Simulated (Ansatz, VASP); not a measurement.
Two plane-wave programs on AlN

Contents of INCAR:

```
SYSTEM = AlN
PREC = Accurate ; ENCUT = 520
EDIFF = 1E-6 ; ISMEAR = 0
SIGMA = 0.05 ; LREAL = .FALSE.
LASPH = .TRUE. ; NELM = 100
ALGO = Normal ; ISIF = 2
LWAVE = .FALSE. ; LCHARG = .FALSE.
GGA = PE ; NBANDS = 36
```

KPOINTS

```
regular mesh
0
G
  8 8 2
  0 0 0
```

Contents of POSCAR:

```
AlN
1.0
    2.2015871003     -2.2015871003      0.0000000000
    2.2015871003      0.0000000000     -2.2015871003
   11.3747199124      7.5221626456      7.5221626456
Al N
6 6
Direct
    0.7691298600     -0.2308701400      0.3958000000
    0.1996798600      0.1996798600      0.2291333333
    0.3385798600      0.3385798600      0.5624666667
    0.4774798600      0.4774798600      0.8958000000
   -0.0919701400     -0.0919701400      0.7291333333
    0.6302298600      0.6302298600      0.0624666667
    0.4114923600      0.4114923600      0.4374666667
    0.8420423600     -0.1579576400      0.2708000000
   -0.0190576400     -0.0190576400      0.6041333333
    0.1198423600      0.1198423600      0.9374666667
   -0.4496076400     -0.4496076400      0.7708000000
    0.2725923600      0.2725923600      0.1041333333
```

Input for Ansatz:

```yaml
crystal:
  lattice:
    - [2.2015871003, -2.2015871003, 0.0]
    - [2.2015871003, 0.0, -2.2015871003]
    - [11.3747199124, 7.5221626456, 7.5221626456]
  atoms:
    - { symbol: Al, position: [0.76912986, -0.23087014, 0.3958] }
    - { symbol: Al, position: [0.19967986, 0.19967986, 0.2291333333] }
    - { symbol: Al, position: [0.33857986, 0.33857986, 0.5624666667] }
    - { symbol: Al, position: [0.47747986, 0.47747986, 0.8958] }
    - { symbol: Al, position: [-0.09197014, -0.09197014, 0.7291333333] }
    - { symbol: Al, position: [0.63022986, 0.63022986, 0.0624666667] }
    - { symbol: "N", position: [0.41149236, 0.41149236, 0.4374666667] }
    - { symbol: "N", position: [0.84204236, -0.15795764, 0.2708] }
    - { symbol: "N", position: [-0.01905764, -0.01905764, 0.6041333333] }
    - { symbol: "N", position: [0.11984236, 0.11984236, 0.9374666667] }
    - { symbol: "N", position: [-0.44960764, -0.44960764, 0.7708] }
    - { symbol: "N", position: [0.27259236, 0.27259236, 0.1041333333] }
basis:
  ecutwfc: 420
kpoints:
  mp_grid: { grid: [8, 8, 2] }
hamiltonian:
  xc: pbe
scf:
  occupations: { method: gaussian, width: 0.05 }
output:
  forces: true
  stress: true
  eigenvalues: true
```

Alike in both runs: task single point; functional PBE; k mesh 8 × 8 × 2; occupations gaussian, width 0.05 eV; no spin polarisation.

```csv
,VASP,Ansatz
version,VASP 6.6.1,Ansatz 0.2.0
potentials or method,"VASP PAW PBE potentials, release 64 (Al, N), cutoff 520 eV","scalar-relativistic, plane waves, PAW"
valence electrons in the cell,48,48
```

Ansatz gave:

```
gap on the k mesh at the Fermi level (eV)                     : 3.24
least direct gap on the mesh (eV)                             : 3.50
pressure (GPa)                                                : -1.9
traceless stress, the component that is largest in VASP (GPa) : 2.66
rms of the force components (eV/Å)                            : 0.181
```

Problem. Which values does VASP return?

Solution. gap on the k mesh at the Fermi level (eV): 3.23; least direct gap on the mesh (eV): 3.50; pressure (GPa): -2.2; traceless stress, the component that is largest in VASP (GPa): 2.66; rms of the force components (eV/Å): 0.178.

Atom by atom the forces differ by 0.004 eV/Å (rms over components). With one functional, cell and mesh, what is left measures potentials, basis and numerics.
